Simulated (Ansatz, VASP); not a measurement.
## One calculation of CuO, two programs

POSCAR

```
CuO
1.0
    4.1609370000      0.0000000000      0.0000000000
    0.0000000000      4.1609370000      0.0000000000
    0.0000000000      0.0000000000      3.8876430000
Cu O
3 3
Direct
    0.5000000000      0.0000000000      0.5000000000
    0.0000000000      0.5000000000      0.5000000000
    0.0000000000      0.0000000000      0.0000000000
    0.0000000000      0.0000000000      0.5000000000
    0.5000000000      0.0000000000      0.0000000000
    0.0000000000      0.5000000000      0.0000000000
```

Contents of INCAR.step1:

```
ALGO     = Normal         # electronic algorithm
EDIFF    = 1E-4           # SCF threshold, eV
ENCUT    = 520            # plane-wave cutoff, eV
GGA      = PE             # functional
ISMEAR   = -1             # smearing method
LASPH    = T              # aspherical terms in the spheres
LCHARG   = F              # write CHGCAR
LREAL    = F              # projectors in reciprocal space
LWAVE    = T              # write WAVECAR
NBANDS   = 34             # bands
NELM     = 100            # most SCF steps
PREC     = Accurate       # precision mode
SIGMA    = 0.05           # smearing width, eV
```

The input INCAR.step2:

```
ALGO     = Normal         # electronic algorithm
EDIFF    = 1E-6           # SCF threshold, eV
ENCUT    = 520            # plane-wave cutoff, eV
ISIF     = 2              # what is computed and relaxed
ISMEAR   = -1             # smearing method
ISTART   = 1            
LASPH    = T              # aspherical terms in the spheres
LCHARG   = F              # write CHGCAR
LMIXTAU  = T            
LREAL    = F              # projectors in reciprocal space
LWAVE    = F              # write WAVECAR
METAGGA  = R2SCAN         # meta-GGA
NBANDS   = 34             # bands
NELM     = 100            # most SCF steps
PREC     = Accurate       # precision mode
SIGMA    = 0.05           # smearing width, eV
```

File KPOINTS:

```
k-points
0
Gamma
  7 7 7
```

The input input.yaml:

```yaml
crystal:
  lattice:
    - [4.160937, 0.0, 0.0]
    - [0.0, 4.160937, 0.0]
    - [0.0, 0.0, 3.887643]
  atoms:
    - { symbol: Cu, position: [0.5, 0.0, 0.5] }
    - { symbol: Cu, position: [0.0, 0.5, 0.5] }
    - { symbol: Cu, position: [0.0, 0.0, 0.0] }
    - { symbol: O, position: [0.0, 0.0, 0.5] }
    - { symbol: O, position: [0.5, 0.0, 0.0] }
    - { symbol: O, position: [0.0, 0.5, 0.0] }
hamiltonian:
  xc: r2scan
  pseudopotentials: { kind: paw }
kpoints:
  mp_grid: { grid: [7, 7, 7] }
  band_path:
    path:
      - [[0.0, 0.0, 0.0], [0.0, 0.5, 0.0], [0.5, 0.5, 0.0], [0.0, 0.0, 0.0], [0.0, 0.0, 0.5], [0.0, 0.5, 0.5], [0.5, 0.5, 0.5], [0.0, 0.0, 0.5]]
      - [[0.0, 0.5, 0.0], [0.0, 0.5, 0.5]]
      - [[0.5, 0.5, 0.0], [0.5, 0.5, 0.5]]
    npoints: 14
scf:
  occupations: { method: fermi_dirac, width: 0.05 }
  n_extra_bands: 15
output:
  forces: true
  stress: true
  eigenvalues: true
  fatbands: false
```

Alike in both runs: functional r2SCAN; k mesh 7 × 7 × 7; occupations fermi-dirac, width 0.05 eV; no spin polarisation.

|  | VASP | Ansatz |
| --- | --- | --- |
| version | VASP 6.6.1 | Ansatz 0.2.0 |
| potentials or method | VASP PAW PBE potentials, release 64 (Cu, O) | Ansatz PAW |
| plane-wave cutoff (eV) | 520 | 500 |
| valence electrons in the cell | 51 | 75 |
| task | single point | band structure |

```csv
,VASP,Ansatz,Ansatz less VASP
gap on the k mesh at the Fermi level (eV),none,none,-
pressure (GPa),-4.0,-4.8,-0.74
"traceless stress, the component that is largest in VASP (GPa)",-1.55,-2.28,-0.723
```

VASP's potentials were made for PBE, not for r2SCAN. A gap of «none» marks a metal or a gap that the smearing closes. The functional is the same, so the differences come from potentials, cutoffs and numerics. VASP's potentials hold 51 valence electrons a cell and Ansatz's 75, so a difference there can come from the potentials and not from the codes.
